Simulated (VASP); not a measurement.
Runs of VASP 6.6.1 on SiC. The structure is that of space group P6_3mc (No. 186), or close to it. The cells are those of the table. 

```tsv
cell	gap on the mesh (eV)	pressure (GPa)	largest force (eV/Å)
a = 3.166, b = 3.166, c = 10.669 Å, angles 90.0, 90.0, 120.0°, 8 atoms	2.07	-17.0	0.09
a = 2.950, b = 2.950, c = 10.669 Å, angles 90.0, 90.0, 120.0°, 8 atoms	(c)	(a)	(b)
a = 2.950, b = 2.950, c = 10.940 Å, angles 90.0, 90.0, 120.0°, 8 atoms	1.46	8.7	0.64
a = 2.877, b = 2.878, c = 10.669 Å, angles 90.0, 90.0, 120.0°, 8 atoms	1.41	29.2	(d)
a = 2.877, b = 2.878, c = 10.129 Å, angles 90.0, 90.0, 120.0°, 8 atoms	1.78	43.1	1.14
```

Alike in all rows: task single point; level PBE; potentials or basis VASP PAW PBE potentials, release 64 (Si, C); no spin polarisation; k mesh 12 × 12 × 4; cutoff (eV) 520; smearing gaussian 0.05 eV.

**Question.** Fill in the values left out.

**Answer.** (a) 13.3; (b) 0.75; (c) 1.63; (d) 1.19.

Caveats: forces of over 1 eV/Å act on the atoms, so gaps and moduli don't describe the material at rest (some runs).

A k mesh can miss the band edges.
